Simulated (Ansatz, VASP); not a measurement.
## Ba in VASP and in Ansatz

```xyz
1
Lattice="2.0638 -3.8532 0.0000 2.0638 3.8532 0.0000 0.0000 0.0000 5.1147" Properties=species:S:1:pos:R:3 pbc="T T T"
Ba    0.0000    0.0000    0.0000
```

Alike in both runs: task single point; functional PBEsol; k mesh 16 × 16 × 10; occupations gaussian, width 0.15 eV; no spin polarisation.

|  | VASP | Ansatz |
| --- | --- | --- |
| version | VASP 6.6.1 | Ansatz 0.2.0 |
| potentials or method | VASP PAW PBE potentials, release 64 (Ba_sv), cutoff 520 eV | scalar-relativistic, plane waves, PAW |
| valence electrons in the cell | 10 | 10 |

Ansatz gave:

| Quantity | Value |
| --- | --- |
| gap on the k mesh at the Fermi level (eV) | none |
| pressure (GPa) | -0.9 |
| traceless stress, the component that is largest in VASP (GPa) | -1.51 |

Question: Which values does VASP return?

Answer: gap on the k mesh at the Fermi level (eV): none; pressure (GPa): -0.8; traceless stress, the component that is largest in VASP (GPa): -1.54.

VASP's potentials were made for PBE, not for PBEsol. A gap of «none» marks a metal or a gap that the smearing closes.

Neither program's run includes spin-orbit coupling.
